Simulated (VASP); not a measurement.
# Si3C in VASP: further runs

The runs below take Si3C through single point, with PBE.

Program: VASP 6.6.1. These are calculated values, not measurements. Logs are shortened: lines on timing, memory, paths and dates and some standing lists are left out, and cuts for length are marked.

## Step 1: The cell of the first run

The structure is tetragonal, space group P4/mmm (No. 123). Conventional cell: a = 2.789 Å, b = 2.789 Å, c = 5.975 Å, α = 90.00°, β = 90.00°, γ = 90.00°. Within 3.0 Å of Si (site symmetry 4mm) lie 4 C at 2.30 Å and 9 Si at 2.35 to 2.79 Å. Si (site symmetry 4/mmm) has 12 Si at 2.68 to 2.79 Å and 2 C at 2.99 Å within 3.5 Å. Within 3.0 Å of C (site symmetry 4/mmm) lie 10 Si at 2.30 to 2.99 Å and 4 C at 2.79 Å.

## Step 2: Single point, PBE

Input file INCAR:

```
SYSTEM = Si3C
ALGO = Normal
EDIFF = 1E-6
ENCUT = 520
GGA = PE
ISIF = 2
ISMEAR = 0
LASPH = .True.
LCHARG = .True.
LELF = .True.
LREAL = .False.
LVHAR = .True.
LWAVE = .False.
NBANDS = 16
NELM = 80
PREC = Accurate
SIGMA = 0.1
```

Input file KPOINTS:

```
k-points
0
Gamma
  6 6 4
  0 0 0
```

Input file POSCAR:

```
Si3C
1.0
    2.7893936113      0.0000000000      0.0000000000
    0.0000000000      2.7893936113      0.0000000000
    0.0000000000      0.0000000000      5.9748257797
Si C
3 1
Direct
    0.0000000000      0.0000000000      0.6968288951
    0.5000000000      0.5000000000      0.0000000000
    0.0000000000      0.0000000000      0.3031711049
    0.5000000000      0.5000000000      0.5000000000
```

Potentials or basis: VASP PAW PBE potentials, release 64 (Si, C).

The run is started by

```bash
> cat potpaw_PBE.64/Si/POTCAR potpaw_PBE.64/C/POTCAR > POTCAR
> mpirun -np 1 vasp_std > vasp.out
```

OUTCAR:

```text
SYSTEM = Si3C
   EDIFF = 1E-6
   ENCUT = 520
   GGA = PE
   ISIF = 2
   ISMEAR = 0
   LASPH = .True.
   LREAL = .False.
   NELM = 80
   PREC = Accurate

 ion  position               nearest neighbor table
   1  0.000  0.000  0.697-   4 2.30   4 2.30   4 2.30   4 2.30   3 2.35   2 2.68   2 2.68   2 2.68
                             2 2.68
   2  0.500  0.500  0.000-   1 2.68   3 2.68   1 2.68   3 2.68   1 2.68   3 2.68   1 2.68   3 2.68

   3  0.000  0.000  0.303-   4 2.30   4 2.30   4 2.30   4 2.30   1 2.35   2 2.68   2 2.68   2 2.68
                             2 2.68
   4  0.500  0.500  0.500-   1 2.30   3 2.30   1 2.30   3 2.30   1 2.30   3 2.30   1 2.30   3 2.30

  LATTYP: Found a simple tetragonal cell.
 ALAT       =     2.7893936113
 C/A-ratio  =     2.1419801621

  Lattice vectors:

 A1 = (   2.7893936113,   0.0000000000,   0.0000000000)
 A2 = (   0.0000000000,   2.7893936113,   0.0000000000)
 A3 = (   0.0000000000,   0.0000000000,   5.9748257797)

Analysis of symmetry for initial positions (statically):
=====================================================================
 Subroutine PRICEL returns:
 Original cell was already a primitive cell.

 Routine SETGRP: Setting up the symmetry group for a
 simple tetragonal supercell.

 Subroutine GETGRP returns: Found 16 space group operations
 (whereof 16 operations were pure point group operations)
 out of a pool of 16 trial point group operations.

The static configuration has the point symmetry D_4h.

Analysis of symmetry for dynamics (positions and initial velocities):
=====================================================================
 Subroutine PRICEL returns:
 Original cell was already a primitive cell.

 Routine SETGRP: Setting up the symmetry group for a
 simple tetragonal supercell.

 Subroutine GETGRP returns: Found 16 space group operations
 (whereof 16 operations were pure point group operations)
 out of a pool of 16 trial point group operations.

The dynamic configuration has the point symmetry D_4h.

 Subroutine INISYM returns: Found 16 space group operations
 (whereof 16 operations are pure point group operations),
 and found     1 'primitive' translations

----------------------------------------------------------------------------------------

                                     Primitive cell

  volume of cell :      46.4884

  direct lattice vectors                    reciprocal lattice vectors
     2.789393611  0.000000000  0.000000000     0.358500857  0.000000000  0.000000000
     0.000000000  2.789393611  0.000000000     0.000000000  0.358500857  0.000000000
     0.000000000  0.000000000  5.974825780     0.000000000  0.000000000  0.167368897

  length of vectors
     2.789393611  2.789393611  5.974825780     0.358500857  0.358500857  0.167368897

  position of ions in fractional coordinates (direct lattice)
     0.000000000  0.000000000  0.696828895
     0.500000000  0.500000000  0.000000000
     0.000000000  0.000000000  0.303171105
     0.500000000  0.500000000  0.500000000

  ion indices of the primitive-cell ions
   primitive index   ion index
                 1           1
                 2           2
                 3           3
                 4           4

----------------------------------------------------------------------------------------

 KPOINTS: k-points

Automatic generation of k-mesh.
 Grid dimensions read from file:
 generate k-points for:    6    6    4

 Generating k-lattice:

  Cartesian coordinates                     Fractional coordinates (reciprocal lattice)
     0.059750143  0.000000000  0.000000000     0.166666667  0.000000000  0.000000000
     0.000000000  0.059750143  0.000000000     0.000000000  0.166666667  0.000000000
     0.000000000  0.000000000  0.041842224     0.000000000  0.000000000  0.250000000

  Length of vectors
     0.059750143  0.059750143  0.041842224

  Shift w.r.t. Gamma in fractional coordinates (k-lattice)
     0.000000000  0.000000000  0.000000000

 Subroutine IBZKPT returns following result:
 ===========================================

 Found     30 irreducible k-points:

 Following reciprocal coordinates:
            Coordinates               Weight
  0.000000  0.000000  0.000000      1.000000
  0.166667  0.000000  0.000000      4.000000
  0.333333  0.000000  0.000000      4.000000
  0.500000  0.000000  0.000000      2.000000
  0.166667  0.166667  0.000000      4.000000
  0.333333  0.166667  0.000000      8.000000
[... 16 lines left out ...]
  0.333333  0.000000  0.500000      4.000000
  0.500000  0.000000  0.500000      2.000000
 [... further k-points ...]
   k-points           NKPTS =     30   k-points in BZ     NKDIM =     30   number of bands    NBANDS=     16
   number of dos      NEDOS =    301   number of ions     NIONS =      4
   total plane-waves  NPLWV =  27648
   dimension x,y,z NGX =    24 NGY =   24 NGZ =   48
   dimension x,y,z NGXF=    48 NGYF=   48 NGZF=   96
   ions per type =               3   1
   NGX,Y,Z   is equivalent  to a cutoff of  14.30, 14.30, 13.36 a.u.
   NGXF,Y,Z  is equivalent  to a cutoff of  28.61, 28.61, 26.71 a.u.
 SYSTEM =  Si3C
   PREC   = accura    normal or accurate (medium, high low for compatibility)
   ISTART =      0    job   : 0-new  1-cont  2-samecut
   ICHARG =      2    charge: 1-file 2-atom 10-const
   ISPIN  =      1    spin polarized calculation?
   LNONCOLLINEAR =      F non collinear calculations
   LSORBIT =      F    spin-orbit coupling
   LASPH  =      T    aspherical Exc in radial PAW
   ENCUT  =  520.0 eV  38.22 Ry    6.18 a.u.   5.19  5.19 11.11*2*pi/ulx,y,z
   NELM   =     80;   NELMIN=  2; NELMDL= -5     # of ELM steps
   EDIFF  = 0.1E-05   stopping-criterion for ELM
   LREAL  =      F    real-space projection
   EDIFFG = 0.1E-04   stopping-criterion for IOM
   NSW    =      0    number of steps for IOM
   IBRION =     -1    ionic relax: 0-MD 1-quasi-New 2-CG
   NFREE  =      0    steps in history (QN), initial steepest desc. (CG)
   ISIF   =      2    stress and relaxation
   ISYM   =      2    0-nonsym 1-usesym 2-fastsym
   POTIM  = 0.5000    time-step for ionic-motion
   TEBEG  =    0.0;   TEEND  =   0.0 temperature during run
   PSTRESS=    0.0 pullay stress
   NELECT =      16.0000    total number of electrons
   NUPDOWN=      -1.0000    fix difference up-down
   EMIN   =  10.00;   EMAX   =-10.00  energy-range for DOS
   EFERMI =   0.00;   METHOD = LEGACY
   ISMEAR =     0;   SIGMA  =   0.10  broadening in eV -4-tet -1-fermi 0-gaus
   EFERMI_NEDOS =   21; number of points for ismear=-14 and -15
   IALGO  =     38    algorithm
   IMIX   =      4    mixing-type and parameters
     AMIX     =   0.40;   BMIX     =  1.00
     AMIX_MAG =   1.60;   BMIX_MAG =  1.00
  volume/ion in A,a.u.               =      11.62        78.43
  Fermi-wavevector in a.u.,A,eV,Ry     =   1.147272  2.168030 17.908450  1.316234
  Thomas-Fermi vector in A             =   2.283953
   LORBIT       =      0    0 simple, 1 ext, 2 COOP (PROOUT), +10 PAW based schemes
   GGA     = PE    functional components
   LHFCALC =     F    Hartree Fock is set to
   AEXX    =    0.0000 exact exchange contribution
   IVDW    =     0    specifies the selected vdW correction
   LEPSILON=     F    determine dielectric tensor
   LRPA    =     F    only Hartree local field effects (RPA)
 non-spin polarized calculation
 Gauss-broadening in eV      SIGMA  =   0.10
  energy-cutoff  :      520.00
  volume of cell :       46.49
 maximum number of plane-waves:      1288
 NGX is ok and might be reduce to    24
   NGX = 11   NGY = 11   NGZ = 23

 number of electron      16.0000000 magnetization

 Free energy of the ion-electron system (eV)
  ---------------------------------------------------
  ext. energy  EPLUGINS =         0.00000000
  ---------------------------------------------------
  free energy    TOTEN  =       -20.98916028 eV

  energy without entropy =      -20.98563368  energy(sigma->0) =      -20.98739698

 E-fermi :  10.7821     XC(G=0): -11.7414

 val. band max:       10.6841459012   @ k =   0.1667   0.0000   0.0000
 cond. band min:      10.8031959885   @ k =   0.0000   0.0000   0.0000
 fundamental gap:      0.1190500873
 Fermi energy:        10.7821125916

 k-point     1 :       0.0000    0.0000    0.0000
  band No.  band energies     occupation
      1      -5.5711      2.00000
      2      -1.2208      2.00000
      3      -0.5848      2.00000
      4       9.0146      2.00000
      5       9.3186      2.00000
      6       9.3186      2.00000
[... 8 lines left out ...]
     15      18.0077      0.00000
     16      18.2176      0.00000

 k-point     2 :       0.1667    0.0000    0.0000
  band No.  band energies     occupation
      1      -5.0852      2.00000
      2      -0.7306      2.00000
      3      -0.0777      2.00000
      4       6.0490      2.00000
      5       9.2937      2.00000
      6       9.6825      2.00000
[... 8 lines left out ...]
     15      19.0059      0.00000
     16      20.3269      0.00000

 k-point     3 :       0.3333    0.0000    0.0000
  band No.  band energies     occupation
      1      -3.6456      2.00000
      2       0.6992      2.00000
      3       1.4301      2.00000
      4       2.1533      2.00000
      5       6.5850      2.00000
      6       7.3064      2.00000
[... 8 lines left out ...]
     15      18.5694      0.00000
     16      18.8671      0.00000

 k-point     4 :       0.5000    0.0000    0.0000
  band No.  band energies     occupation
      1      -1.6888      2.00000
      2      -0.7466      2.00000
      3       2.8762      2.00000
      4       3.5711      2.00000
      5       3.6085      2.00000
      6       4.2700      2.00000
[... 8 lines left out ...]
     15      19.2280      0.00000
     16      19.4211      0.00000
[... 324 lines left out ...]
 k-point    22 :       0.1667    0.0000    0.5000
  band No.  band energies     occupation
      1      -4.7977      2.00000
      2      -2.5600      2.00000
      3       3.9529      2.00000
      4       4.4840      2.00000
      5       6.2343      2.00000
      6       9.4325      2.00000
[... 8 lines left out ...]
     15      18.5375      0.00000
     16      19.6850      0.00000

 k-point    23 :       0.3333    0.0000    0.5000
  band No.  band energies     occupation
      1      -3.3843      2.00000
      2      -1.0221      2.00000
      3       2.2713      2.00000
      4       5.0092      2.00000
      5       5.4631      2.00000
      6       5.9133      2.00000
[... 8 lines left out ...]
     15      19.3604      0.00000
     16      20.3756      0.00000

 k-point    24 :       0.5000    0.0000    0.5000
  band No.  band energies     occupation
      1      -1.5037      2.00000
      2      -0.4487      2.00000
      3       1.3107      2.00000
      4       1.7455      2.00000
      5       7.3680      2.00000
      6       7.7618      2.00000
[... 8 lines left out ...]
     15      17.9641      0.00000
     16      19.9539      0.00000

 [... further k-points ...]

------------------------ aborting loop because EDIFF is reached ----------------------------------------

  FORCE on cell =-STRESS in cart. coord.  units (eV):
  Direction    XX          YY          ZZ          XY          YZ          ZX
  --------------------------------------------------------------------------------------
  -------------------------------------------------------------------------------------
  Total        0.0205142      0.0205142     -0.0180597      0.0000000      0.0000000      0.0000000
  in kB        0.7070025      0.7070025     -0.6224101      0.0000000      0.0000000      0.0000000
  external PRESSURE =       0.2638650 kB  Pullay stress =       0.0000000 kB

 VOLUME and BASIS-vectors are now :
 -----------------------------------------------------------------------------
  energy-cutoff  :      520.00
  volume of cell :       46.49
      direct lattice vectors                 reciprocal lattice vectors
     2.789393611  0.000000000  0.000000000     0.358500857  0.000000000  0.000000000
     0.000000000  2.789393611  0.000000000     0.000000000  0.358500857  0.000000000
     0.000000000  0.000000000  5.974825780     0.000000000  0.000000000  0.167368897

 POSITION                                       TOTAL-FORCE (eV/Angst)
 -----------------------------------------------------------------------------------
      0.00000      0.00000      4.16343         0.000000      0.000000      0.003845
      1.39470      1.39470      0.00000         0.000000      0.000000      0.000000
      0.00000      0.00000      1.81139        -0.000000      0.000000     -0.003845
      1.39470      1.39470      2.98741         0.000000      0.000000      0.000000
 -----------------------------------------------------------------------------------
    total drift:                                0.000000      0.000000     -0.000000

  FREE ENERGIE OF THE ION-ELECTRON SYSTEM (eV)
  ---------------------------------------------------
  free  energy   TOTEN  =       -20.9891602837 eV

  energy  without entropy=      -20.9856336765  energy(sigma->0) =      -20.98739698
```

Run time: 13 s. Hardware: 1 thread of Intel Xeon Platinum 8488C (Sapphire Rapids), shared host; peak memory 0.17 GiB.

What came out:

```yaml
Free_energy: -20.9892 eV
Pressure: 0.0 GPa
Largest_force: 0.004 eV/Å
Band_gap_on_the_k_mesh: zero (bands 8 and 9 overlap by 5.35 eV)
```

Forces on the atoms (eV/Å):
```
Si   0.000  0.000  0.004
Si   0.000  0.000  0.000
Si   0.000  0.000 -0.004
C    0.000  0.000  0.000
```

Caveat: the k points lie up to 0.38 Å⁻¹ apart, too coarse for converged energies and pressures of a metal.

## Step 3: Single point, PBE

This run uses another cell than the first one, of 11.50 Å³/atom.

Input file INCAR:

```
ALGO = Normal ; EDIFF = 1E-6
ENCUT = 520 ; GGA = PE
ISIF = 2 ; ISMEAR = 0
LASPH = True ; LCHARG = False
LREAL = False ; LWAVE = False
NBANDS = 16 ; NELM = 100
PREC = Accurate ; SIGMA = 0.1
```

Input file KPOINTS:

```
k-points
0
Gamma
  6 4 4
```

Input file POSCAR:

```
Si3C
1.0
    2.7733199269      0.0000000000      0.0000000000
    0.0000000000      2.7295382341      0.0000000000
    0.0000000000      0.0000000000      6.0743123435
Si C
3 1
Direct
    0.0000000000      0.0000000000      0.7025675415
    0.5000000000      0.5000000000      0.0000000000
    0.0000000000      0.0000000000      0.2974324585
    0.5000000000      0.5000000000      0.5000000000
```

Potentials or basis: VASP PAW PBE potentials, release 64 (Si, C).

The run is started by

```bash
> cat potpaw_PBE.64/Si/POTCAR potpaw_PBE.64/C/POTCAR > POTCAR
> mpirun -np 1 vasp_std > vasp.out
```

It took 12 s on 1 thread of Intel Xeon Platinum 8488C (Sapphire Rapids), shared host; peak memory 0.16 GiB.

Results (log left out):

| Quantity | Value |
| --- | --- |
| Free energy | -20.8748 eV |
| Pressure | 0.2 GPa |
| Largest force | 0.010 eV/Å |
| Band gap on the k mesh | zero (bands 8 and 9 overlap by 5.55 eV) |

Forces on the atoms (eV/Å):
```
Si   0.000  0.000 -0.010
Si   0.000  0.000  0.000
Si   0.000  0.000  0.010
C    0.000  0.000  0.000
```

Stress tensor (GPa, compression positive):
```
0.11 0.00 0.00
0.00 0.18 0.00
0.00 0.00 0.28
```

Levels at points of the mesh, in eV from the Fermi level:
| k point | band 4 | band 5 | band 6 | band 7 | band 8 | band 9 | band 10 | band 11 |
| --- | --- | --- | --- | --- | --- | --- | --- | --- |
| (0.00, 0.00, 0.00) | -2.35 | -1.42 | -1.05 | -0.32 | 1.95 | 3.88 | 3.97 | 4.41 |
| (0.50, 0.00, 0.00) | -7.40 | -7.37 | -6.78 | 0.72 | 0.79 | 3.63 | 3.77 | 4.07 |
| (0.00, 0.50, 0.00) | -7.31 | -7.31 | -6.57 | 0.60 | 0.83 | 3.56 | 3.92 | 4.15 |
| (0.50, 0.50, 0.00) | -6.12 | -3.52 | -3.41 | -3.38 | -3.32 | -2.52 | -2.40 | -2.13 |
| (0.00, 0.00, 0.50) | -7.22 | -1.37 | -1.01 | 1.49 | 3.03 | 3.61 | 3.79 | 4.82 |
| (0.50, 0.00, 0.50) | -9.22 | -3.77 | -3.38 | -3.27 | -1.53 | 0.80 | 6.13 | 6.71 |
| (0.00, 0.50, 0.50) | -9.09 | -3.62 | -3.28 | -3.13 | -1.38 | 0.62 | 5.81 | 6.29 |
| (0.50, 0.50, 0.50) | -5.77 | -5.02 | -4.98 | -4.88 | -4.01 | -0.40 | 1.07 | 1.09 |

Caveat: the k points lie up to 0.58 Å⁻¹ apart, too coarse for converged energies and pressures of a metal.

The gap in the log of VASP goes by the Fermi energy; the results here count the filled bands.